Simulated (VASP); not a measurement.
A run of VASP 6.6.1 is set up as follows.

INCAR

```
ALGO = Normal
EDIFF = 1E-6
ENCUT = 520
GGA = PS
ISIF = 2
ISMEAR = 0
IVDW = 12
LASPH = T
LCHARG = T
LELF = T
LREAL = F
LVHAR = T
LWAVE = F
NBANDS = 30
NELM = 100
PREC = Accurate
SIGMA = 0.15
```

Contents of KPOINTS:

```
k-points
0
Gamma
  12 12 12
```

POSCAR

```
In3Se
1.0
    4.4443881418      0.0000000000      0.0000000000
    0.0000000000      4.4443881418      0.0000000000
    0.0000000000      0.0000000000      4.8888269560
In Se
3 1
Direct
    0.0000000000      0.5000000000      0.5000000000
    0.5000000000      0.0000000000      0.5000000000
    0.5000000000      0.5000000000      0.0000000000
    0.0000000000      0.0000000000      0.0000000000
```

Potentials or basis: VASP PAW PBE potentials, release 64 (In_d, Se).

Command:

```bash
$ cat potpaw_PBE.64/In_d/POTCAR potpaw_PBE.64/Se/POTCAR > POTCAR
$ mpirun -np 1 vasp_std > vasp.out
```

(1) What does it give for the pressure?

(2) What does it give for the band gap on the k mesh?

(3) What does it give for the dispersion energy per atom?

Answers

(1) 0.0 GPa.

(2) zero (an odd number of electrons rules out a gap without spin polarisation).

(3) -0.370 eV.

Caveat: the PAW data sets were made with another functional, which shifts forces and pressure a little; spin-orbit coupling is left out, which moves the levels of the heavy elements.
